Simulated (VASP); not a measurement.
# Au (Pm-3m) in VASP: a series of runs

The runs below take Au through single point, with LDA.

Everything below comes from runs of VASP 6.6.1. Logs are shortened: lines on timing, memory, paths and dates and some standing lists are left out, and cuts for length are marked.

### Step 1. The cell of the first run

Symmetry: Pm-3m, No. 221, cubic system. The conventional cell has a = 2.667 Å, b = 2.667 Å, c = 2.667 Å, α = 90.00°, β = 90.00°, γ = 90.00°. Within 3.5 Å of Au (site symmetry m-3m) lie 6 Au at 2.67 Å.

### Step 2. Single point, LDA

Input file INCAR:

```
ALGO = Normal ; EDIFF = 1E-6
ENCUT = 520 ; GGA = CA
ISIF = 2 ; ISMEAR = -1
LASPH = T ; LCHARG = T
LELF = T ; LREAL = F
LVHAR = T ; LWAVE = F
NBANDS = 12 ; NELM = 80
PREC = Accurate ; SIGMA = 0.05
```

Input file KPOINTS:

```
k-points
0
Gamma
  14 14 14
```

Input file POSCAR:

```
Au
1.0
    2.6673978136      0.0000000000      0.0000000000
    0.0000000000      2.6673978136      0.0000000000
    0.0000000000      0.0000000000      2.6673978136
Au
1
Direct
    0.0000000000      0.0000000000      0.0000000000
```

Potentials or basis: VASP PAW LDA potentials, release 64 (Au).

Started as:

```sh
cat potpaw_LDA.64/Au/POTCAR > POTCAR
mpirun -np 1 vasp_std > vasp.out
```

OUTCAR:

```text
EDIFF = 1E-6
   ENCUT = 520
   GGA = CA
   ISIF = 2
   ISMEAR = -1
   LASPH = T
   LREAL = F
   NELM = 80
   PREC = Accurate

 ion  position               nearest neighbor table
   1  0.000  0.000  0.000-

  LATTYP: Found a simple cubic cell.
 ALAT       =     2.6673978136

  Lattice vectors:

 A1 = (   2.6673978136,   0.0000000000,   0.0000000000)
 A2 = (   0.0000000000,   2.6673978136,   0.0000000000)
 A3 = (   0.0000000000,   0.0000000000,   2.6673978136)

Analysis of symmetry for initial positions (statically):
=====================================================================
 Subroutine PRICEL returns:
 Original cell was already a primitive cell.

 Routine SETGRP: Setting up the symmetry group for a
 simple cubic supercell.

 Subroutine GETGRP returns: Found 48 space group operations
 (whereof 48 operations were pure point group operations)
 out of a pool of 48 trial point group operations.

The static configuration has the point symmetry O_h .

Analysis of symmetry for dynamics (positions and initial velocities):
=====================================================================
 Subroutine PRICEL returns:
 Original cell was already a primitive cell.

 Routine SETGRP: Setting up the symmetry group for a
 simple cubic supercell.

 Subroutine GETGRP returns: Found 48 space group operations
 (whereof 48 operations were pure point group operations)
 out of a pool of 48 trial point group operations.

The dynamic configuration has the point symmetry O_h .

 Subroutine INISYM returns: Found 48 space group operations
 (whereof 48 operations are pure point group operations),
 and found     1 'primitive' translations

----------------------------------------------------------------------------------------

                                     Primitive cell

  volume of cell :      18.9786

  direct lattice vectors                    reciprocal lattice vectors
     2.667397814  0.000000000  0.000000000     0.374897211  0.000000000  0.000000000
     0.000000000  2.667397814  0.000000000     0.000000000  0.374897211  0.000000000
     0.000000000  0.000000000  2.667397814     0.000000000  0.000000000  0.374897211

  length of vectors
     2.667397814  2.667397814  2.667397814     0.374897211  0.374897211  0.374897211

  position of ions in fractional coordinates (direct lattice)
     0.000000000  0.000000000  0.000000000

  ion indices of the primitive-cell ions
   primitive index   ion index
                 1           1

----------------------------------------------------------------------------------------

 KPOINTS: k-points

Automatic generation of k-mesh.
 Grid dimensions read from file:
 generate k-points for:   14   14   14

 Generating k-lattice:

  Cartesian coordinates                     Fractional coordinates (reciprocal lattice)
     0.026778372  0.000000000  0.000000000     0.071428571  0.000000000  0.000000000
     0.000000000  0.026778372  0.000000000     0.000000000  0.071428571  0.000000000
     0.000000000  0.000000000  0.026778372     0.000000000  0.000000000  0.071428571

  Length of vectors
     0.026778372  0.026778372  0.026778372

  Shift w.r.t. Gamma in fractional coordinates (k-lattice)
     0.000000000  0.000000000  0.000000000

 Subroutine IBZKPT returns following result:
 ===========================================

 Found    120 irreducible k-points:

 Following reciprocal coordinates:
            Coordinates               Weight
  0.000000  0.000000  0.000000      1.000000
  0.071429  0.000000  0.000000      6.000000
  0.142857  0.000000  0.000000      6.000000
  0.214286  0.000000  0.000000      6.000000
  0.285714  0.000000  0.000000      6.000000
  0.357143  0.000000  0.000000      6.000000
[... 16 lines left out ...]
  0.285714  0.214286  0.000000     24.000000
  0.357143  0.214286  0.000000     24.000000
 [... further k-points ...]
   k-points           NKPTS =    120   k-points in BZ     NKDIM =    120   number of bands    NBANDS=     12
   number of dos      NEDOS =    301   number of ions     NIONS =      1
   total plane-waves  NPLWV =   8000
   dimension x,y,z NGX =    20 NGY =   20 NGZ =   20
   dimension x,y,z NGXF=    40 NGYF=   40 NGZF=   40
   ions per type =               1
   NGX,Y,Z   is equivalent  to a cutoff of  12.47, 12.47, 12.47 a.u.
   NGXF,Y,Z  is equivalent  to a cutoff of  24.93, 24.93, 24.93 a.u.
 SYSTEM =  unknown system
   PREC   = accura    normal or accurate (medium, high low for compatibility)
   ISTART =      0    job   : 0-new  1-cont  2-samecut
   ICHARG =      2    charge: 1-file 2-atom 10-const
   ISPIN  =      1    spin polarized calculation?
   LNONCOLLINEAR =      F non collinear calculations
   LSORBIT =      F    spin-orbit coupling
   LASPH  =      T    aspherical Exc in radial PAW
   ENCUT  =  520.0 eV  38.22 Ry    6.18 a.u.   4.96  4.96  4.96*2*pi/ulx,y,z
   NELM   =     80;   NELMIN=  2; NELMDL= -5     # of ELM steps
   EDIFF  = 0.1E-05   stopping-criterion for ELM
   LREAL  =      F    real-space projection
   EDIFFG = 0.1E-04   stopping-criterion for IOM
   NSW    =      0    number of steps for IOM
   IBRION =     -1    ionic relax: 0-MD 1-quasi-New 2-CG
   NFREE  =      0    steps in history (QN), initial steepest desc. (CG)
   ISIF   =      2    stress and relaxation
   ISYM   =      2    0-nonsym 1-usesym 2-fastsym
   POTIM  = 0.5000    time-step for ionic-motion
   TEBEG  =    0.0;   TEEND  =   0.0 temperature during run
   PSTRESS=    0.0 pullay stress
   NELECT =      11.0000    total number of electrons
   NUPDOWN=      -1.0000    fix difference up-down
   EMIN   =  10.00;   EMAX   =-10.00  energy-range for DOS
   EFERMI =   0.00;   METHOD = LEGACY
   ISMEAR =    -1;   SIGMA  =   0.05  broadening in eV -4-tet -1-fermi 0-gaus
   EFERMI_NEDOS =   21; number of points for ismear=-14 and -15
   IALGO  =     38    algorithm
   IMIX   =      4    mixing-type and parameters
     AMIX     =   0.40;   BMIX     =  1.00
     AMIX_MAG =   1.60;   BMIX_MAG =  1.00
  volume/ion in A,a.u.               =      18.98       128.07
  Fermi-wavevector in a.u.,A,eV,Ry     =   1.364954  2.579389 25.348997  1.863099
  Thomas-Fermi vector in A             =   2.491224
   LORBIT       =      0    0 simple, 1 ext, 2 COOP (PROOUT), +10 PAW based schemes
   GGA     = CA    functional components
   LHFCALC =     F    Hartree Fock is set to
   AEXX    =    0.0000 exact exchange contribution
   IVDW    =     0    specifies the selected vdW correction
   LEPSILON=     F    determine dielectric tensor
   LRPA    =     F    only Hartree local field effects (RPA)
 non-spin polarized calculation
  energy-cutoff  :      520.00
  volume of cell :       18.98
 maximum number of plane-waves:       536
 NGX is ok and might be reduce to    20
   NGX =  9   NGY =  9   NGZ =  9

 number of electron      11.0000002 magnetization

 Free energy of the ion-electron system (eV)
  ---------------------------------------------------
  ext. energy  EPLUGINS =         0.00000000
  ---------------------------------------------------
  free energy    TOTEN  =        -4.16892099 eV

  energy without entropy =       -4.16586577  energy(sigma->0) =       -4.16739338

 E-fermi :   7.2137     XC(G=0): -12.2385

 val. band max:        7.1966325339   @ k =   0.5000   0.5000   0.1429
 cond. band min:       7.2185681660   @ k =   0.5000   0.5000   0.2143
 fundamental gap:      0.0219356322
 Fermi energy:         7.2137119053

 k-point     1 :       0.0000    0.0000    0.0000
  band No.  band energies     occupation
      1      -1.2849      2.00000
      2       0.9957      2.00000
      3       0.9957      2.00000
      4       5.8844      2.00000
      5       5.8844      2.00000
      6       5.8844      2.00000
      7      21.5431      0.00000
      8      21.5431      0.00000
      9      21.5431      0.00000
     10      26.9009      0.00000
     11      29.4234      0.00000
     12      29.4234      0.00000

 k-point     2 :       0.0714    0.0000    0.0000
  band No.  band energies     occupation
      1      -1.1510      2.00000
      2       1.0173      2.00000
      3       1.1061      2.00000
      4       5.7858      2.00000
      5       5.7858      2.00000
      6       5.8923      2.00000
      7      20.5162      0.00000
      8      21.7689      0.00000
      9      21.7689      0.00000
     10      27.4819      0.00000
     11      28.8506      0.00000
     12      30.0437      0.00000

 k-point     3 :       0.1429    0.0000    0.0000
  band No.  band energies     occupation
      1      -0.7849      2.00000
      2       1.0785      2.00000
      3       1.4562      2.00000
      4       5.5199      2.00000
      5       5.5199      2.00000
      6       5.9144      2.00000
      7      18.5048      0.00000
      8      22.4078      0.00000
      9      22.4078      0.00000
     10      27.6482      0.00000
     11      27.9294      0.00000
     12      32.0887      0.00000

 k-point     4 :       0.2143    0.0000    0.0000
  band No.  band energies     occupation
      1      -0.2900      2.00000
      2       1.1686      2.00000
      3       2.0978      2.00000
      4       5.1596      2.00000
      5       5.1596      2.00000
      6       5.9465      2.00000
      7      16.3463      0.00000
      8      23.3605      0.00000
      9      23.3605      0.00000
     10      26.3709      0.00000
     11      27.9329      0.00000
     12      34.9380      0.00000

 k-point     5 :       0.2857    0.0000    0.0000
  band No.  band energies     occupation
      1       0.2034      2.00000
      2       1.2709      2.00000
      3       3.0706      2.00000
      4       4.7875      2.00000
      5       4.7875      2.00000
      6       5.9824      2.00000
      7      14.2546      0.00000
      8      24.4969      0.00000
      9      24.4969      0.00000
     10      25.2489      0.00000
     11      27.6127      0.00000
     12      34.8372      0.00000

 k-point     6 :       0.3571    0.0000    0.0000
  band No.  band energies     occupation
      1       0.6058      2.00000
      2       1.3653      2.00000
      3       4.3236      2.00000
      4       4.4733      2.00000
      5       4.4733      2.00000
      6       6.0149      2.00000
      7      12.3029      0.00000
      8      24.3887      0.00000
      9      25.6627      0.00000
     10      25.6627      0.00000
     11      27.0107      0.00000
     12      34.2124      0.00000

 k-point     7 :       0.4286    0.0000    0.0000
  band No.  band energies     occupation
      1       0.8701      2.00000
      2       1.4319      2.00000
      3       4.2662      2.00000
      4       4.2662      2.00000
      5       5.6614      2.00000
      6       6.0376      2.00000
      7      10.6053      0.00000
      8      23.8503      0.00000
      9      26.3976      0.00000
     10      26.6322      0.00000
     11      26.6322      0.00000
     12      33.4284      0.00000

 k-point     8 :       0.5000    0.0000    0.0000
  band No.  band energies     occupation
      1       0.9629      2.00000
      2       1.4560      2.00000
      3       4.1941      2.00000
      4       4.1941      2.00000
      5       6.0457      2.00000
      6       6.4234      2.00000
      7       9.7354      0.00000
      8      23.6671      0.00000
      9      26.1409      0.00000
     10      27.0398      0.00000
     11      27.0398      0.00000
     12      33.0588      0.00000
[... 166 lines left out ...]
 k-point    20 :       0.4286    0.1429    0.0000
  band No.  band energies     occupation
      1       1.2275      2.00000
      2       1.9734      2.00000
      3       3.2462      2.00000
      4       4.3205      2.00000
      5       5.7093      2.00000
      6       6.6019      1.99999
      7      10.9514      0.00000
      8      22.8211      0.00000
      9      24.4342      0.00000
     10      26.3174      0.00000
     11      27.7610      0.00000
     12      32.9211      0.00000

 k-point    21 :       0.5000    0.1429    0.0000
  band No.  band energies     occupation
      1       1.3022      2.00000
      2       2.0355      2.00000
      3       3.1636      2.00000
      4       4.2495      2.00000
      5       5.7189      2.00000
      6       7.6178      0.00062
      7       9.8015      0.00000
      8      23.4759      0.00000
      9      24.1044      0.00000
     10      25.5844      0.00000
     11      28.2640      0.00000
     12      32.3990      0.00000

 k-point    22 :       0.2143    0.2143    0.0000
  band No.  band energies     occupation
      1       0.6217      2.00000
      2       1.9718      2.00000
      3       2.5258      2.00000
      4       4.4727      2.00000
      5       5.1842      2.00000
      6       5.3138      2.00000
      7      17.6329      0.00000
      8      17.9197      0.00000
      9      25.2677      0.00000
     10      26.2966      0.00000
     11      30.7497      0.00000
     12      32.4951      0.00000

 k-point    23 :       0.2857    0.2143    0.0000
  band No.  band energies     occupation
      1       0.9710      2.00000
      2       2.2201      2.00000
      3       3.0812      2.00000
      4       4.5180      2.00000
      5       4.8789      2.00000
      6       5.3097      2.00000
      7      15.5400      0.00000
      8      18.7319      0.00000
      9      25.6328      0.00000
     10      26.4752      0.00000
     11      29.2025      0.00000
     12      32.5918      0.00000

 k-point    24 :       0.3571    0.2143    0.0000
  band No.  band energies     occupation
      1       1.2342      2.00000
      2       2.3550      2.00000
      3       3.1540      2.00000
      4       4.5791      2.00000
      5       5.3503      2.00000
      6       5.5667      2.00000
      7      13.4034      0.00000
      8      19.7733      0.00000
      9      24.7349      0.00000
     10      27.4457      0.00000
     11      27.7625      0.00000
     12      32.7978      0.00000

 [... further k-points ...]
[... 5 lines left out ...]
  --------------------------------------------------------------------------------------
  -------------------------------------------------------------------------------------
  Total        0.0583029      0.0583029      0.0583029      0.0000000      0.0000000     -0.0000000
  in kB        4.9219501      4.9219501      4.9219501      0.0000000      0.0000000     -0.0000000
  external PRESSURE =       4.9219501 kB  Pullay stress =       0.0000000 kB

 VOLUME and BASIS-vectors are now :
 -----------------------------------------------------------------------------
  energy-cutoff  :      520.00
  volume of cell :       18.98
      direct lattice vectors                 reciprocal lattice vectors
     2.667397814  0.000000000  0.000000000     0.374897211  0.000000000  0.000000000
     0.000000000  2.667397814  0.000000000     0.000000000  0.374897211  0.000000000
     0.000000000  0.000000000  2.667397814     0.000000000  0.000000000  0.374897211

 POSITION                                       TOTAL-FORCE (eV/Angst)
 -----------------------------------------------------------------------------------
      0.00000      0.00000      0.00000         0.000000      0.000000      0.000000
 -----------------------------------------------------------------------------------
    total drift:                               -0.000000      0.000000      0.000000

  FREE ENERGIE OF THE ION-ELECTRON SYSTEM (eV)
  ---------------------------------------------------
  free  energy   TOTEN  =        -4.1689209875 eV

  energy  without entropy=       -4.1658657722  energy(sigma->0) =       -4.16739338
```

Run time: 8.7 s. Hardware: 1 thread of Intel Xeon Platinum 8559C (Emerald Rapids), shared host; peak memory 0.13 GiB.

Results:

| Property | Result |
| --- | --- |
| Free energy | -4.1689 eV |
| Pressure | 0.5 GPa |

Levels at points of the mesh, in eV from the Fermi level:
| k point | band 3 | band 4 | band 5 | band 6 | band 7 | band 8 |
| --- | --- | --- | --- | --- | --- | --- |
| (0.00, 0.00, 0.00) | -6.22 | -1.33 | -1.33 | -1.33 | 14.33 | 14.33 |
| (0.50, 0.00, 0.00) | -3.02 | -3.02 | -1.17 | -0.79 | 2.52 | 16.45 |
| (0.50, 0.50, 0.00) | -2.72 | -2.72 | -0.04 | 3.83 | 3.83 | 7.32 |
| (0.50, 0.50, 0.50) | -5.39 | 0.07 | 0.07 | 8.84 | 8.84 | 8.84 |

Caveat: spin-orbit coupling is left out, which moves the levels of the heavy elements.

(Continued in part 2 of 2.)
